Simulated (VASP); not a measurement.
# SrO in VASP: further runs

SrO is run at these levels: PBE; tasks: single point.

All numbers are computed with VASP 6.6.1; they aren't measurements. Logs are shortened: lines on timing, memory, paths and dates and some standing lists are left out, and cuts for length are marked.

## 1. The cell of the first run

The cell holds a sheet with vacuum, 4 atoms: a = 4.049 Å, b = 4.049 Å, c = 35.803 Å, α = 90.00°, β = 90.00°, γ = 120.00°.

## 2. Single point, PBE

Contents of INCAR:

```
SYSTEM = SrO
  ALGO = Normal
  DIPOL = 0.5 0.5 0.279
  EDIFF = 1E-7
  ENCUT = 520
  GGA = PE
  IDIPOL = 3
  ISIF = 2
  ISMEAR = 0
  LASPH = .TRUE.
  LCHARG = .FALSE.
  LDIPOL = .TRUE.
  LREAL = .FALSE.
  LWAVE = .FALSE.
  NBANDS = 24
  NELM = 100
  PREC = Accurate
  SIGMA = 0.02
```

Contents of KPOINTS:

```
k-points
0
G
  12 12 1
  0 0 0
```

Contents of POSCAR:

```
SrO
1.0
    4.0488558691      0.0000002818      0.0000000000
   -2.0244281786      3.5064118980      0.0000000000
    0.0000000000      0.0000000000     35.8033986882
Sr O
2 2
Direct
    0.0000000000      0.0000000000      0.1845677804
    0.0000000000      0.0000000000      0.3740384060
    0.3333333333      0.6666666667      0.1845483228
    0.3333333333      0.6666666667      0.3740578636
```

Potentials or basis: VASP PAW PBE potentials, release 64 (Sr_sv, O).

Run with:

```bash
cat potpaw_PBE.64/Sr_sv/POTCAR potpaw_PBE.64/O/POTCAR > POTCAR
mpirun -np 1 vasp_std > vasp.out
```

OUTCAR:

```text
SYSTEM = SrO
   EDIFF = 1E-7
   ENCUT = 520
   GGA = PE
   ISIF = 2
   ISMEAR = 0
   LASPH = .TRUE.
   LREAL = .FALSE.
   NELM = 100
   PREC = Accurate

 ion  position               nearest neighbor table
   1  0.000  0.000  0.185-   3 2.34   3 2.34   3 2.34
   2  0.000  0.000  0.374-   4 2.34   4 2.34   4 2.34
   3  0.333  0.667  0.185-   1 2.34   1 2.34   1 2.34
   4  0.333  0.667  0.374-   2 2.34   2 2.34   2 2.34

  LATTYP: Found a hexagonal cell.
 ALAT       =     4.0488558691
 C/A-ratio  =     8.8428434713

  Lattice vectors:

 A1 = (   4.0488558691,   0.0000002818,   0.0000000000)
 A2 = (  -2.0244281786,   3.5064118980,   0.0000000000)
 A3 = (   0.0000000000,   0.0000000000,  35.8033986882)

Analysis of symmetry for initial positions (statically):
=====================================================================
 Subroutine PRICEL returns:
 Original cell was already a primitive cell.

 Routine SETGRP: Setting up the symmetry group for a
 hexagonal supercell.

 Subroutine GETGRP returns: Found 12 space group operations
 (whereof  6 operations were pure point group operations)
 out of a pool of 24 trial point group operations.

The static configuration has the point symmetry C_3v.
 The point group associated with its full space group is D_3h.

Analysis of symmetry for dynamics (positions and initial velocities):
=====================================================================
 Subroutine PRICEL returns:
 Original cell was already a primitive cell.

 Routine SETGRP: Setting up the symmetry group for a
 hexagonal supercell.

 Subroutine GETGRP returns: Found 12 space group operations
 (whereof  6 operations were pure point group operations)
 out of a pool of 24 trial point group operations.

The dynamic configuration has the point symmetry C_3v.
 The point group associated with its full space group is D_3h.

 Subroutine INISYM returns: Found 12 space group operations
 (whereof  6 operations are pure point group operations),
 and found     1 'primitive' translations

----------------------------------------------------------------------------------------

                                     Primitive cell

  volume of cell :     508.2993

  direct lattice vectors                    reciprocal lattice vectors
     4.048855869  0.000000282  0.000000000     0.246983343  0.142595923  0.000000000
    -2.024428179  3.506411898  0.000000000    -0.000000020  0.285191811  0.000000000
     0.000000000  0.000000000 35.803398688     0.000000000  0.000000000  0.027930309

  length of vectors
     4.048855869  4.048855869 35.803398688     0.285191811  0.285191811  0.027930309

  position of ions in fractional coordinates (direct lattice)
     0.000000000  0.000000000  0.184567780
     0.000000000  0.000000000  0.374038406
     0.333333333  0.666666667  0.184548323
     0.333333333  0.666666667  0.374057864

  ion indices of the primitive-cell ions
   primitive index   ion index
                 1           1
                 2           2
                 3           3
                 4           4

----------------------------------------------------------------------------------------

 KPOINTS: k-points

Automatic generation of k-mesh.
 Grid dimensions read from file:
 generate k-points for:   12   12    1

 Generating k-lattice:

  Cartesian coordinates                     Fractional coordinates (reciprocal lattice)
     0.020581945  0.011882994  0.000000000     0.083333333  0.000000000  0.000000000
    -0.000000002  0.023765984  0.000000000     0.000000000  0.083333333  0.000000000
     0.000000000  0.000000000  0.027930309     0.000000000  0.000000000  1.000000000

  Length of vectors
     0.023765984  0.023765984  0.027930309

  Shift w.r.t. Gamma in fractional coordinates (k-lattice)
     0.000000000  0.000000000  0.000000000

 Subroutine IBZKPT returns following result:
 ===========================================

 Found     19 irreducible k-points:

 Following reciprocal coordinates:
            Coordinates               Weight
  0.000000  0.000000  0.000000      1.000000
  0.083333  0.000000  0.000000      6.000000
  0.166667  0.000000  0.000000      6.000000
  0.250000  0.000000  0.000000      6.000000
  0.333333  0.000000  0.000000      6.000000
  0.416667  0.000000  0.000000      6.000000
[... 11 lines left out ...]
  0.333333  0.250000  0.000000     12.000000
  0.333333  0.333333  0.000000      2.000000
   k-points           NKPTS =     19   k-points in BZ     NKDIM =     19   number of bands    NBANDS=     24
   number of dos      NEDOS =    301   number of ions     NIONS =      4
   total plane-waves  NPLWV = 243000
   dimension x,y,z NGX =    30 NGY =   30 NGZ =  270
   dimension x,y,z NGXF=    60 NGYF=   60 NGZF=  540
   ions per type =               2   2
   NGX,Y,Z   is equivalent  to a cutoff of  12.32, 12.32, 12.54 a.u.
   NGXF,Y,Z  is equivalent  to a cutoff of  24.64, 24.64, 25.07 a.u.
 SYSTEM =  SrO
   PREC   = accura    normal or accurate (medium, high low for compatibility)
   ISTART =      0    job   : 0-new  1-cont  2-samecut
   ICHARG =      2    charge: 1-file 2-atom 10-const
   ISPIN  =      1    spin polarized calculation?
   LNONCOLLINEAR =      F non collinear calculations
   LSORBIT =      F    spin-orbit coupling
   LASPH  =      T    aspherical Exc in radial PAW
   ENCUT  =  520.0 eV  38.22 Ry    6.18 a.u.   7.53  7.53 66.57*2*pi/ulx,y,z
   NELM   =    100;   NELMIN=  2; NELMDL= -5     # of ELM steps
   EDIFF  = 0.1E-06   stopping-criterion for ELM
   LREAL  =      F    real-space projection
   EDIFFG = 0.1E-05   stopping-criterion for IOM
   NSW    =      0    number of steps for IOM
   IBRION =     -1    ionic relax: 0-MD 1-quasi-New 2-CG
   NFREE  =      0    steps in history (QN), initial steepest desc. (CG)
   ISIF   =      2    stress and relaxation
   ISYM   =      2    0-nonsym 1-usesym 2-fastsym
   POTIM  = 0.5000    time-step for ionic-motion
   TEBEG  =    0.0;   TEEND  =   0.0 temperature during run
   PSTRESS=    0.0 pullay stress
   NELECT =      32.0000    total number of electrons
   NUPDOWN=      -1.0000    fix difference up-down
   EMIN   =  10.00;   EMAX   =-10.00  energy-range for DOS
   EFERMI =   0.00;   METHOD = LEGACY
   ISMEAR =     0;   SIGMA  =   0.02  broadening in eV -4-tet -1-fermi 0-gaus
   EFERMI_NEDOS =   21; number of points for ismear=-14 and -15
   IALGO  =     38    algorithm
   IMIX   =      4    mixing-type and parameters
     AMIX     =   0.40;   BMIX     =  1.00
     AMIX_MAG =   1.60;   BMIX_MAG =  1.00
  volume/ion in A,a.u.               =     127.07       857.54
  Fermi-wavevector in a.u.,A,eV,Ry     =   0.651256  1.230695  5.770696  0.424134
  Thomas-Fermi vector in A             =   1.720797
   LORBIT       =      0    0 simple, 1 ext, 2 COOP (PROOUT), +10 PAW based schemes
   GGA     = PE    functional components
   LHFCALC =     F    Hartree Fock is set to
   AEXX    =    0.0000 exact exchange contribution
   IVDW    =     0    specifies the selected vdW correction
   LEPSILON=     F    determine dielectric tensor
   LRPA    =     F    only Hartree local field effects (RPA)
 non-spin polarized calculation
 Gauss-broadening in eV      SIGMA  =   0.02
  energy-cutoff  :      520.00
  volume of cell :      508.30
 maximum number of plane-waves:     13771
   NGX = 15   NGY = 15   NGZ =133

 dipolmoment           0.000000      0.000000     -0.000054 electrons x Angstroem

 number of electron      32.0000009 magnetization

 dipolmoment           0.000000      0.000000      0.000000 electrons x Angstroem

 Free energy of the ion-electron system (eV)
  ---------------------------------------------------
  ext. energy  EPLUGINS =         0.00000000
  ---------------------------------------------------
  free energy    TOTEN  =       -22.07417986 eV

  energy without entropy =      -22.07417986  energy(sigma->0) =      -22.07417986

 E-fermi :  -2.5901     XC(G=0):  -2.0382

 val. band max:       -2.7242395166   @ k =   0.3333   0.3333   0.0000
 cond. band min:      -1.1676127408   @ k =   0.0000   0.0000   0.0000
 fundamental gap:      1.5566267757
 Fermi energy:        -2.5900661219

 k-point     1 :       0.0000    0.0000    0.0000
  band No.  band energies     occupation
      1     -35.7380      2.00000
      2     -35.7380      2.00000
      3     -18.1332      2.00000
      4     -18.1330      2.00000
      5     -17.6869      2.00000
      6     -17.6868      2.00000
[... 16 lines left out ...]
     23       1.3023      0.00000
     24       2.0047      0.00000

 k-point     2 :       0.0833    0.0000    0.0000
  band No.  band energies     occupation
      1     -35.7357      2.00000
      2     -35.7357      2.00000
      3     -18.1299      2.00000
      4     -18.1297      2.00000
      5     -18.1156      2.00000
      6     -18.1155      2.00000
[... 16 lines left out ...]
     23       1.3873      0.00000
     24       2.0785      0.00000

 k-point     3 :       0.1667    0.0000    0.0000
  band No.  band energies     occupation
      1     -35.7293      2.00000
      2     -35.7293      2.00000
      3     -18.5432      2.00000
      4     -18.5432      2.00000
      5     -18.1208      2.00000
      6     -18.1206      2.00000
[... 16 lines left out ...]
     23       1.6372      0.00000
     24       2.2898      0.00000
[... 379 lines left out ...]
 k-point    18 :       0.3333    0.2500    0.0000
  band No.  band energies     occupation
      1     -35.6999      2.00000
      2     -35.6999      2.00000
      3     -19.4387      2.00000
      4     -19.4387      2.00000
      5     -18.0789      2.00000
      6     -18.0788      2.00000
[... 16 lines left out ...]
     23       3.2469      0.00000
     24       3.5437      0.00000

 k-point    19 :       0.3333    0.3333    0.0000
  band No.  band energies     occupation
      1     -35.6987      2.00000
      2     -35.6987      2.00000
      3     -19.4580      2.00000
      4     -19.4580      2.00000
      5     -18.0773      2.00000
      6     -18.0771      2.00000
[... 16 lines left out ...]
     23       3.4428      0.00000
     24       3.6134      0.00000

------------------------ aborting loop because EDIFF is reached ----------------------------------------

 vacuum level on the upper side and lower side of the slab       (xc-potential included)        -0.006        -0.006

  FORCE on cell =-STRESS in cart. coord.  units (eV):
  Direction    XX          YY          ZZ          XY          YZ          ZX
  --------------------------------------------------------------------------------------
  -------------------------------------------------------------------------------------
  Total        0.4418839      0.4418839     -0.0468093     -0.0000000     -0.0000000     -0.0000000
  in kB        1.3928336      1.3928336     -0.1475445     -0.0000000     -0.0000000     -0.0000000
  external PRESSURE =       0.8793742 kB  Pullay stress =       0.0000000 kB

 VOLUME and BASIS-vectors are now :
 -----------------------------------------------------------------------------
  energy-cutoff  :      520.00
  volume of cell :      508.30
      direct lattice vectors                 reciprocal lattice vectors
     4.048855869  0.000000282  0.000000000     0.246983343  0.142595923  0.000000000
    -2.024428179  3.506411898  0.000000000    -0.000000020  0.285191811  0.000000000
     0.000000000  0.000000000 35.803398688     0.000000000  0.000000000  0.027930309

 POSITION                                       TOTAL-FORCE (eV/Angst)
 -----------------------------------------------------------------------------------
      0.00000      0.00000      6.60815        -0.000000      0.000000      0.000022
      0.00000      0.00000     13.39185        -0.000000      0.000000     -0.000022
     -0.00000      2.33761      6.60746         0.000000     -0.000000     -0.000178
     -0.00000      2.33761     13.39254         0.000000      0.000000      0.000178
 -----------------------------------------------------------------------------------
    total drift:                                0.000000     -0.000000     -0.000009

  FREE ENERGIE OF THE ION-ELECTRON SYSTEM (eV)
  ---------------------------------------------------
  free  energy   TOTEN  =       -22.0741798586 eV

  energy  without entropy=      -22.0741798586  energy(sigma->0) =      -22.07417986

 vacuum level on the upper side and lower side of the slab         0.724         0.724
```

Run time: 11 min. Hardware: 1 thread of Intel Xeon Platinum 8259CL at 2.50GHz (Skylake/Cascade Lake), shared host; peak memory 0.65 GiB.

What came out:

```yaml
Free_energy: -22.0742 eV
Band_gap_on_the_k_mesh: 1.56 eV, indirect (least direct gap 2.14 eV)
```

(Part 1 of 2 ends here.)
